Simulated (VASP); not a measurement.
AlRu, 2 atoms in the cell. It takes space group P4/mmm (No. 123, tetragonal). Conventional cell: a = 2.992 Å, b = 2.992 Å, c = 3.051 Å, α = 90.00°, β = 90.00°, γ = 90.00°. Within 3.4 Å of Al (site symmetry 4/mmm) lie 8 Ru at 2.61 Å and 6 Al at 2.99 to 3.05 Å. Within 3.4 Å of Ru (site symmetry 4/mmm) lie 8 Al at 2.61 Å and 6 Ru at 2.99 to 3.05 Å.  This cell differs from its parent crystal: strain +0.0200 x Voigt [0, 0, 1, 0, 0, 0].

```yaml
Program: VASP 6.6.1
Task: single point
Functional: r2SCAN
Potentials_or_basis: VASP PAW PBE potentials, release 64 (Al, Ru_pv)
Cutoff: 520 eV
k_mesh: 16 × 16 × 16
Occupations: gaussian, width 0.15 eV
Spin: no spin polarisation
Dipole_correction: no
Further_INCAR_settings: ALGO = Normal; EDIFF = 1e-06; NBANDS = 16
```

Potentials or basis: VASP PAW PBE potentials, release 64 (Al, Ru_pv).

The run is started by

```sh
$ cat potpaw_PBE.64/Al/POTCAR potpaw_PBE.64/Ru_pv/POTCAR > POTCAR
$ cp INCAR.step1 INCAR
$ mpirun -np 1 vasp_std > vasp.out
$ cp INCAR.step2 INCAR
$ mpirun -np 1 vasp_std > vasp.out
```

Hardware: 1 thread of Intel(R) Xeon(R) Platinum 8375C CPU @ 2.90GHz (Ice Lake), on a shared host.

Problem. How long does it take, and how much memory?

Solution. Wall time 3.3 min on 1 thread of Intel(R) Xeon(R) Platinum 8375C CPU @ 2.90GHz (Ice Lake), on a shared host, peak memory 0.29 GiB. Counts: k points 405.
